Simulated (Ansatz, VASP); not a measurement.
AlFe3H: VASP beside Ansatz

```
CELL_PARAMETERS angstrom
3.69955 0.00000 0.00000
0.00000 3.69955 0.00000
0.00000 0.00000 3.69955
ATOMIC_POSITIONS crystal
Al 0.50000 0.50000 0.50000
Fe 0.50000 0.00000 0.00000
Fe 0.00000 0.00000 0.50000
Fe 0.00000 0.50000 0.00000
H 0.00000 0.00000 0.00000
```

Alike in both runs: task single point; functional r2SCAN; k mesh 6 × 6 × 6; occupations fermi-dirac, width 0.15 eV; collinear spin.

|  | VASP | Ansatz |
| --- | --- | --- |
| version | VASP 6.6.1 | Ansatz 0.2.0 |
| potentials or method | VASP PAW PBE potentials, release 64 (Al, Fe, H) | plane waves, PAW |
| plane-wave cutoff (eV) | 660 | 500 |
| valence electrons in the cell | 28 | 52 |

Ansatz gave:

- gap on the k mesh at the Fermi level (eV): none
- net moment per atom (μB): 1.44
- size of the moment on the site where the two differ most (μB): 2.33

Problem. What did VASP give for the same quantities?

Solution. gap on the k mesh at the Fermi level (eV): none; net moment per atom (μB): 1.44; size of the moment on the site where the two differ most (μB): 2.53.

VASP's potentials were made for PBE, not for r2SCAN. Site moments also hang on the region over which each program counts them. A gap of «none» marks a metal or a gap that the smearing closes. VASP's potentials hold 28 valence electrons a cell and Ansatz's 52, so a difference there can come from the potentials and not from the codes. Ansatz's warnings: stability check not made.
